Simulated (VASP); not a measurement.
Set up this calculation in VASP 6.6.1, as the native input.

- Task: single point
- Functional: PBE
- Potentials or basis: VASP PAW PBE potentials, release 64 (Nb_sv, Te, S)
- Cutoff: 520 eV
- k mesh: 6 × 6 × 4
- Occupations: gaussian, width 0.1 eV
- Spin: no spin polarisation
- Dipole correction: no
- Further INCAR settings: ALGO = Normal; EDIFF = 1e-06; NBANDS = 30

The structure of Nb2Te2S lies in POSCAR:

```
Nb2Te2S
1.0
    4.1535428100      0.0000000000      0.0000000000
   -2.0767714000      3.5970735900      0.0000000000
    0.0000000000      0.0000000000      7.3504732900
Nb Te S
2 2 1
Direct
    0.3333333300      0.6666666700      0.2899999900
    0.6666666700      0.3333333300      0.7100000100
    0.3333333300      0.6666666700      0.6200000000
    0.6666666700      0.3333333300      0.3800000000
    0.0000000000      0.0000000000      0.0000000000
```

One way to write it, as run:

INCAR

```
SYSTEM = Nb2Te2S
PREC     = Accurate       ! precision mode
ENCUT    = 520            ! plane-wave cutoff, eV
EDIFF    = 1E-6           ! SCF threshold, eV
ISMEAR   = 0              ! smearing method
SIGMA    = 0.1            ! smearing width, eV
LREAL    = .False.        ! projectors in reciprocal space
LASPH    = .True.         ! aspherical terms in the spheres
NELM     = 100            ! most SCF steps
ALGO     = Normal         ! electronic algorithm
ISIF     = 2              ! what is computed and relaxed
LWAVE    = .False.        ! write WAVECAR
LCHARG   = .False.        ! write CHGCAR
GGA      = PE             ! functional
NBANDS   = 30             ! bands
```

KPOINTS

```
Automatic mesh
0
Gamma
  6 6 4
  0 0 0
```

Potentials or basis: VASP PAW PBE potentials, release 64 (Nb_sv, Te, S).

Command:

```console
$ cat potpaw_PBE.64/Nb_sv/POTCAR potpaw_PBE.64/Te/POTCAR potpaw_PBE.64/S/POTCAR > POTCAR
$ mpirun -np 1 vasp_std > vasp.out
```

It gave:

The pressure is 35.2 GPa, the largest force is 8.436 eV/Å and the band gap on the k mesh is zero (band 22 reaches 9.33 eV, above the bottom of band 23 at 8.90 eV).

Caveat: spin-orbit coupling is left out, which moves the levels of the heavy elements; forces of over 1 eV/Å act on the atoms, so gaps and moduli don't describe the material at rest.

Wall time 39 s on 1 thread of Intel(R) Xeon(R) 6975P-C (Granite Rapids) (shared host), peak memory 0.26 GiB.
